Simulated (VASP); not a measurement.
Set up this calculation in VASP 6.6.1, as the native input.

| Quantity | Value |
| --- | --- |
| Task | relaxation of cell and atoms |
| Functional | PBE |
| Potentials or basis | VASP PAW PBE potentials, release 64 (Al, Si, N, O) |
| Cutoff | 600 eV |
| k mesh | 4 × 6 × 4 |
| Occupations | gaussian, width 0.1 eV |
| Spin | no spin polarisation |
| Dipole correction | no |
| Further INCAR settings | ALGO = Normal; EDIFF = 1e-07; IBRION = 2; EDIFFG = -0.04; NSW = 90; ISIF = 3 |

The structure of Al3SiNO lies in POSCAR:

```
Al3SiNO
1.0
    5.4308005303      0.0000000000      0.0000000000
    0.0000000000      2.7416775962      0.0000000000
   -2.5278997325      0.0000000000      6.3736864304
Al Si N O
3 1 1 1
Direct
    0.6659769185      0.0000000000      0.9071010358
    0.3340230815      0.0000000000      0.0928989642
    0.5000000000      0.5000000000      0.5000000000
    0.0000000000      0.5000000000      0.5000000000
    0.5000000000      0.5000000000      0.0000000000
    0.0000000000      0.0000000000      0.0000000000
```

The cell was built from a structure type or drawn by symmetry, and may not be a known phase.

The input as run:

INCAR

```
ALGO = Normal
EDIFF = 1E-7
EDIFFG = -0.04
ENCUT = 600
GGA = PE
IBRION = 2
ISIF = 3
ISMEAR = 0
LASPH = True
LCHARG = False
LREAL = False
LWAVE = False
NELM = 60
NSW = 90
PREC = Accurate
SIGMA = 0.1
```

KPOINTS

```
k-points
0
Gamma
  4 6 4
```

Potentials or basis: VASP PAW PBE potentials, release 64 (Al, Si, N, O).

Run with:

```console
$ cat potpaw_PBE.64/Al/POTCAR potpaw_PBE.64/Si/POTCAR potpaw_PBE.64/N/POTCAR potpaw_PBE.64/O/POTCAR > POTCAR
$ mpirun -np 1 vasp_std > vasp.out
```

Results of the run:

| Quantity | Value |
| --- | --- |
| Relaxed volume | 14.64 Å³/atom |
| Relaxed cell | a = 5.286 Å, b = 2.805 Å, c = 9.542 Å, α = 90.00°, β = 141.65°, γ = 90.00° |
| Space group after relaxing (to 0.1 Å) | P2/m (No. 10) |
| Energy gained by relaxing | 153.6 meV/atom |
| Ionic steps | 81 |
| Pressure after relaxing | -0.1 GPa |
| Largest force after relaxing | 0.020 eV/Å |
| Band gap on the k mesh | zero (bands 12 and 13 overlap by 2.89 eV) |

Caveat: the k points lie up to 0.37 Å⁻¹ apart in the final cell, too coarse for converged energies and pressures of a metal; a cell axis changed by over 15 % at a fixed basis, so the end point is rough.

It took 24 min on 1 thread of Intel(R) Xeon(R) 6975P-C (Granite Rapids) (shared host), peak memory 0.31 GiB.
